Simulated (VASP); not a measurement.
Input of a VASP 6.6.1 run:

INCAR

```
SYSTEM = TiTe2
PREC     = Accurate       ! precision mode
ENCUT    = 520            ! plane-wave cutoff, eV
EDIFF    = 1E-6           ! SCF threshold, eV
ISMEAR   = 0              ! smearing method
SIGMA    = 0.05           ! smearing width, eV
LREAL    = .False.        ! projectors in reciprocal space
LASPH    = .True.         ! aspherical terms in the spheres
NELM     = 60             ! most SCF steps
ALGO     = Normal         ! electronic algorithm
ISIF     = 2              ! what is computed and relaxed
LWAVE    = .False.        ! write WAVECAR
LCHARG   = .True.         ! write CHGCAR
GGA      = PE             ! functional
LELF     = .True.         ! ELF
LVHAR    = .True.       
NBANDS   = 19             ! bands
```

KPOINTS

```
Automatic mesh
0
Gamma
  10 10 10
  0 0 0
```

File POSCAR:

```
TiTe2
1.0
    0.0000000000      3.4428591255      3.4428591255
    3.4428591255      0.0000000000      3.4428591255
    3.4428591255      3.4428591255      0.0000000000
Ti Te
1 2
Direct
    0.0000000000      0.0000000000      0.0000000000
    0.2500000000      0.2500000000      0.2500000000
    0.7616182506      0.7383817494      0.7616182506
```

Potentials or basis: VASP PAW PBE potentials, release 64 (Ti_sv, Te).

Command:

```sh
$ cat potpaw_PBE.64/Ti_sv/POTCAR potpaw_PBE.64/Te/POTCAR > POTCAR
$ mpirun -np 1 vasp_std > vasp.out
```

(1) Estimate the pressure.

(2) Predict the band gap on the k mesh.

(3) What does it give for the largest force?

Answers

(1) 0.0 GPa.

(2) zero (band 12 reaches 7.47 eV, above the bottom of band 13 at 7.18 eV).

(3) 0.283 eV/Å.

Caveat: the cell differs from its parent crystal (atom 3 (Te) moved 0.08 Å along y); spin-orbit coupling is left out, which moves the levels of the heavy elements.
